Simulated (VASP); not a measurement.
# Be4ZnTe (P6mm) in VASP: notebook

The runs below take Be4ZnTe through single point, relaxation of cell and atoms, with PBE.

Everything below comes from runs of VASP 6.6.1. Logs are shortened: lines on timing, memory, paths and dates and some standing lists are left out, and cuts for length are marked.

## 1. The cell of the first run

Symmetry: P6mm, No. 183, hexagonal system. The conventional cell has a = 3.841 Å, b = 3.841 Å, c = 7.228 Å, α = 90.00°, β = 90.00°, γ = 120.00°. Be (site symmetry 3m) has 4 Be at 2.11 to 2.22 Å and 3 Te at 2.65 Å within 2.8 Å. Be (site symmetry 3m) has 4 Be at 2.11 to 2.22 Å and 3 Zn at 2.34 Å within 2.8 Å. Zn (site symmetry 6mm) has 6 Be at 2.34 Å and 1 Te at 2.94 Å within 3.1 Å. Te (site symmetry 6mm) has 6 Be at 2.65 Å and 1 Zn at 2.94 Å within 3.5 Å.

The cell was built from a structure type or drawn by symmetry, and may not be a known phase.

## 2. Single point, PBE

The input, INCAR:

```
SYSTEM = Be4ZnTe
PREC = Accurate
ENCUT = 600
EDIFF = 1E-6
ISMEAR = 0
SIGMA = 0.2
LREAL = .False.
LASPH = .True.
NELM = 120
ALGO = Normal
ISIF = 2
LWAVE = .False.
LCHARG = .False.
GGA = PE
NBANDS = 22
GGA_COMPAT = .False.
```

The input, KPOINTS:

```
regular mesh
0
Gamma
  5 5 3
  0 0 0
```

The input, POSCAR:

```
Be4ZnTe
1.0
    3.8405180771      0.0000000000      0.0000000000
   -1.9202590386      3.3259862185      0.0000000000
    0.0000000000      0.0000000000      7.2278759014
Be Zn Te
4 1 1
Direct
    0.3333333333      0.6666666667     -0.0461031155
    0.6666666667      0.3333333333     -0.0461031155
    0.3333333333      0.6666666667      0.2459925744
    0.6666666667      0.3333333333      0.2459925744
    0.0000000000      0.0000000000      0.3473973544
    0.0000000000      0.0000000000      0.7535738177
```

Potentials or basis: VASP PAW PBE potentials, release 64 (Be, Zn, Te).

On the command line:

```sh
cat potpaw_PBE.64/Be/POTCAR potpaw_PBE.64/Zn/POTCAR potpaw_PBE.64/Te/POTCAR > POTCAR
mpirun -np 1 vasp_std > vasp.out
```

OUTCAR:

```text
SYSTEM = Be4ZnTe
   PREC = Accurate
   ENCUT = 600
   EDIFF = 1E-6
   ISMEAR = 0
   LREAL = .False.
   LASPH = .True.
   NELM = 120
   ISIF = 2
   GGA = PE

 ion  position               nearest neighbor table
   1  0.333  0.667  0.954-   3 2.11   2 2.22   2 2.22   2 2.22   6 2.65   6 2.65   6 2.65
   2  0.667  0.333  0.954-   4 2.11   1 2.22   1 2.22   1 2.22   6 2.65   6 2.65   6 2.65
   3  0.333  0.667  0.246-   1 2.11   4 2.22   4 2.22   4 2.22   5 2.34   5 2.34   5 2.34
   4  0.667  0.333  0.246-   2 2.11   3 2.22   3 2.22   3 2.22   5 2.34   5 2.34   5 2.34
   5  0.000  0.000  0.347-   3 2.34   4 2.34   4 2.34   3 2.34   4 2.34   3 2.34   6 2.94
   6  0.000  0.000  0.754-   1 2.65   2 2.65   2 2.65   1 2.65   2 2.65   1 2.65   5 2.94

  LATTYP: Found a hexagonal cell.
 ALAT       =     3.8405180771
 C/A-ratio  =     1.8820054368

  Lattice vectors:

 A1 = (   3.8405180771,   0.0000000000,   0.0000000000)
 A2 = (  -1.9202590386,   3.3259862185,   0.0000000000)
 A3 = (   0.0000000000,   0.0000000000,   7.2278759014)

Analysis of symmetry for initial positions (statically):
=====================================================================
 Subroutine PRICEL returns:
 Original cell was already a primitive cell.

 Routine SETGRP: Setting up the symmetry group for a
 hexagonal supercell.

 Subroutine GETGRP returns: Found 12 space group operations
 (whereof 12 operations were pure point group operations)
 out of a pool of 24 trial point group operations.

The static configuration has the point symmetry C_6v.

Analysis of symmetry for dynamics (positions and initial velocities):
=====================================================================
 Subroutine PRICEL returns:
 Original cell was already a primitive cell.

 Routine SETGRP: Setting up the symmetry group for a
 hexagonal supercell.

 Subroutine GETGRP returns: Found 12 space group operations
 (whereof 12 operations were pure point group operations)
 out of a pool of 24 trial point group operations.

The dynamic configuration has the point symmetry C_6v.

 Subroutine INISYM returns: Found 12 space group operations
 (whereof 12 operations are pure point group operations),
 and found     1 'primitive' translations

----------------------------------------------------------------------------------------

                                     Primitive cell

  volume of cell :      92.3253

  direct lattice vectors                    reciprocal lattice vectors
     3.840518077  0.000000000  0.000000000     0.260381537  0.150331351  0.000000000
    -1.920259039  3.325986219  0.000000000     0.000000000  0.300662701  0.000000000
     0.000000000  0.000000000  7.227875901     0.000000000  0.000000000  0.138353233

  length of vectors
     3.840518077  3.840518077  7.227875901     0.300662701  0.300662701  0.138353233

  position of ions in fractional coordinates (direct lattice)
     0.333333333  0.666666667  0.953896884
     0.666666667  0.333333333  0.953896884
     0.333333333  0.666666667  0.245992574
     0.666666667  0.333333333  0.245992574
     0.000000000  0.000000000  0.347397354
     0.000000000  0.000000000  0.753573818

  ion indices of the primitive-cell ions
   primitive index   ion index
                 1           1
                 2           2
                 3           3
                 4           4
                 5           5
                 6           6

----------------------------------------------------------------------------------------

 KPOINTS: regular mesh

Automatic generation of k-mesh.
 Grid dimensions read from file:
 generate k-points for:    5    5    3

 Generating k-lattice:

  Cartesian coordinates                     Fractional coordinates (reciprocal lattice)
     0.052076307  0.030066270  0.000000000     0.200000000 -0.000000000  0.000000000
     0.000000000  0.060132540  0.000000000     0.000000000  0.200000000  0.000000000
     0.000000000  0.000000000  0.046117744     0.000000000  0.000000000  0.333333333

  Length of vectors
     0.060132540  0.060132540  0.046117744

  Shift w.r.t. Gamma in fractional coordinates (k-lattice)
     0.000000000  0.000000000  0.000000000

 Subroutine IBZKPT returns following result:
 ===========================================

 Found     10 irreducible k-points:

 Following reciprocal coordinates:
            Coordinates               Weight
  0.000000  0.000000  0.000000      1.000000
  0.200000  0.000000  0.000000      6.000000
  0.400000  0.000000  0.000000      6.000000
  0.200000  0.200000  0.000000      6.000000
  0.400000  0.200000  0.000000      6.000000
  0.000000  0.000000  0.333333      2.000000
  0.200000  0.000000  0.333333     12.000000
  0.400000  0.000000  0.333333     12.000000
  0.200000  0.200000  0.333333     12.000000
  0.400000  0.200000  0.333333     12.000000
   k-points           NKPTS =     10   k-points in BZ     NKDIM =     10   number of bands    NBANDS=     22
   number of dos      NEDOS =    301   number of ions     NIONS =      6
   total plane-waves  NPLWV =  61440
   dimension x,y,z NGX =    32 NGY =   32 NGZ =   60
   dimension x,y,z NGXF=    64 NGYF=   64 NGZF=  120
   ions per type =               4   1   1
   NGX,Y,Z   is equivalent  to a cutoff of  13.85, 13.85, 13.80 a.u.
   NGXF,Y,Z  is equivalent  to a cutoff of  27.70, 27.70, 27.60 a.u.
 SYSTEM =  Be4ZnTe
   PREC   = accura    normal or accurate (medium, high low for compatibility)
   ISTART =      0    job   : 0-new  1-cont  2-samecut
   ICHARG =      2    charge: 1-file 2-atom 10-const
   ISPIN  =      1    spin polarized calculation?
   LNONCOLLINEAR =      F non collinear calculations
   LSORBIT =      F    spin-orbit coupling
   LASPH  =      T    aspherical Exc in radial PAW
   ENCUT  =  600.0 eV  44.10 Ry    6.64 a.u.   7.67  7.67 14.44*2*pi/ulx,y,z
   NELM   =    120;   NELMIN=  2; NELMDL= -5     # of ELM steps
   EDIFF  = 0.1E-05   stopping-criterion for ELM
   LREAL  =      F    real-space projection
   EDIFFG = 0.1E-04   stopping-criterion for IOM
   NSW    =      0    number of steps for IOM
   IBRION =     -1    ionic relax: 0-MD 1-quasi-New 2-CG
   NFREE  =      0    steps in history (QN), initial steepest desc. (CG)
   ISIF   =      2    stress and relaxation
   ISYM   =      2    0-nonsym 1-usesym 2-fastsym
   POTIM  = 0.5000    time-step for ionic-motion
   TEBEG  =    0.0;   TEEND  =   0.0 temperature during run
   PSTRESS=    0.0 pullay stress
   NELECT =      26.0000    total number of electrons
   NUPDOWN=      -1.0000    fix difference up-down
   EMIN   =  10.00;   EMAX   =-10.00  energy-range for DOS
   EFERMI =   0.00;   METHOD = LEGACY
   ISMEAR =     0;   SIGMA  =   0.20  broadening in eV -4-tet -1-fermi 0-gaus
   EFERMI_NEDOS =   21; number of points for ismear=-14 and -15
   IALGO  =     38    algorithm
   IMIX   =      4    mixing-type and parameters
     AMIX     =   0.40;   BMIX     =  1.00
     AMIX_MAG =   1.60;   BMIX_MAG =  1.00
  volume/ion in A,a.u.               =      15.39       103.84
  Fermi-wavevector in a.u.,A,eV,Ry     =   1.073064  2.027797 15.666651  1.151466
  Thomas-Fermi vector in A             =   2.208852
   LORBIT       =      0    0 simple, 1 ext, 2 COOP (PROOUT), +10 PAW based schemes
   GGA     = PE    functional components
   LHFCALC =     F    Hartree Fock is set to
   AEXX    =    0.0000 exact exchange contribution
   IVDW    =     0    specifies the selected vdW correction
   LEPSILON=     F    determine dielectric tensor
   LRPA    =     F    only Hartree local field effects (RPA)
 non-spin polarized calculation
 Gauss-broadening in eV      SIGMA  =   0.20
  energy-cutoff  :      600.00
  volume of cell :       92.33
 maximum number of plane-waves:      3101
 NGX is ok and might be reduce to    32
   NGX = 15   NGY = 15   NGZ = 29

 number of electron      26.0000009 magnetization

 Free energy of the ion-electron system (eV)
  ---------------------------------------------------
  ext. energy  EPLUGINS =         0.00000000
  ---------------------------------------------------
  free energy    TOTEN  =       -17.02752730 eV

  energy without entropy =      -16.99627728  energy(sigma->0) =      -17.01190229

 E-fermi :   4.7070     XC(G=0):  -9.6133

 val. band max:        4.6978878225   @ k =   0.4000   0.2000   0.3333
 cond. band min:       4.8941516395   @ k =   0.0000   0.0000   0.0000
 fundamental gap:      0.1962638170
 Fermi energy:         4.7070216126

 k-point     1 :       0.0000    0.0000    0.0000
  band No.  band energies     occupation
      1      -8.7029      2.00000
      2      -3.3479      2.00000
      3      -2.5290      2.00000
      4      -2.5290      2.00000
      5      -2.3183      2.00000
      6      -2.3183      2.00000
[... 14 lines left out ...]
     21      10.0608      0.00000
     22      11.0390      0.00000

 k-point     2 :       0.2000    0.0000    0.0000
  band No.  band energies     occupation
      1      -8.3301      2.00000
      2      -3.0132      2.00000
      3      -2.5406      2.00000
      4      -2.4675      2.00000
      5      -2.3792      2.00000
      6      -2.3271      2.00000
[... 14 lines left out ...]
     21      10.6702      0.00000
     22      11.1533      0.00000

 k-point     3 :       0.4000    0.0000    0.0000
  band No.  band energies     occupation
      1      -7.5033      2.00000
      2      -2.6683      2.00000
      3      -2.5560      2.00000
      4      -2.3728      2.00000
      5      -2.3570      2.00000
      6      -2.3284      2.00000
[... 14 lines left out ...]
     21      11.7796      0.00000
     22      13.0540      0.00000
[... 126 lines left out ...]
 k-point     9 :       0.2000    0.2000    0.3333
  band No.  band energies     occupation
      1      -7.6953      2.00000
      2      -2.6964      2.00000
      3      -2.5374      2.00000
      4      -2.4681      2.00000
      5      -2.3706      2.00000
      6      -2.3561      2.00000
[... 14 lines left out ...]
     21      11.3682      0.00000
     22      11.4636      0.00000

 k-point    10 :       0.4000    0.2000    0.3333
  band No.  band energies     occupation
      1      -7.1656      2.00000
      2      -2.5982      2.00000
      3      -2.5600      2.00000
      4      -2.3975      2.00000
      5      -2.3661      2.00000
      6      -2.3501      2.00000
[... 14 lines left out ...]
     21      12.0734      0.00000
     22      12.8870      0.00000

------------------------ aborting loop because EDIFF is reached ----------------------------------------

  FORCE on cell =-STRESS in cart. coord.  units (eV):
  Direction    XX          YY          ZZ          XY          YZ          ZX
  --------------------------------------------------------------------------------------
  -------------------------------------------------------------------------------------
  Total        0.0121744      0.0121744      0.5021351     -0.0000000      0.0000000      0.0000000
  in kB        0.2112691      0.2112691      8.7138521     -0.0000000      0.0000000      0.0000000
  external PRESSURE =       3.0454634 kB  Pullay stress =       0.0000000 kB

 VOLUME and BASIS-vectors are now :
 -----------------------------------------------------------------------------
  energy-cutoff  :      600.00
  volume of cell :       92.33
      direct lattice vectors                 reciprocal lattice vectors
     3.840518077  0.000000000  0.000000000     0.260381537  0.150331351  0.000000000
    -1.920259039  3.325986219  0.000000000     0.000000000  0.300662701  0.000000000
     0.000000000  0.000000000  7.227875901     0.000000000  0.000000000  0.138353233

 POSITION                                       TOTAL-FORCE (eV/Angst)
 -----------------------------------------------------------------------------------
     -0.00000      2.21732      6.89465        -0.000000     -0.000000     -0.000760
      1.92026      1.10866      6.89465        -0.000000     -0.000000     -0.000760
     -0.00000      2.21732      1.77800         0.000000      0.000000     -0.009068
      1.92026      1.10866      1.77800        -0.000000     -0.000000     -0.009068
      0.00000      0.00000      2.51094         0.000000      0.000000      0.034484
      0.00000      0.00000      5.44674        -0.000000     -0.000000     -0.014829
 -----------------------------------------------------------------------------------
    total drift:                                0.000000      0.000000     -0.000175

  FREE ENERGIE OF THE ION-ELECTRON SYSTEM (eV)
  ---------------------------------------------------
  free  energy   TOTEN  =       -17.0275273012 eV

  energy  without entropy=      -16.9962772781  energy(sigma->0) =      -17.01190229
```

It took 18 s on 1 thread of AMD EPYC 9R45 (Zen 5), shared host; peak memory 0.22 GiB.

Results:

| Quantity | Value |
| --- | --- |
| Free energy | -17.0275 eV |
| Pressure | 0.3 GPa |
| Largest force | 0.034 eV/Å |
| Band gap on the k mesh | zero (bands 13 and 14 overlap by 0.94 eV) |

Forces in eV/Å, atoms in the order of the input:
```
Be   0.000  0.000 -0.001
Be   0.000  0.000 -0.001
Be   0.000  0.000 -0.009
Be   0.000  0.000 -0.009
Zn   0.000  0.000  0.034
Te   0.000  0.000 -0.015
```

Levels at points of the mesh, in eV from the Fermi level:
```tsv
k point	band 9	band 10	band 11	band 12	band 13	band 14	band 15	band 16	band 17	band 18
(0.00, 0.00, 0.00)	-1.30	-1.30	-1.27	0.19	0.19	1.71	2.94	2.94	3.04	3.63
```

Caveat: the k points lie up to 0.38 Å⁻¹ apart, too coarse for converged energies and pressures of a metal; spin-orbit coupling is left out, which moves the levels of the heavy elements.

(Part 1 of 2 ends here.)
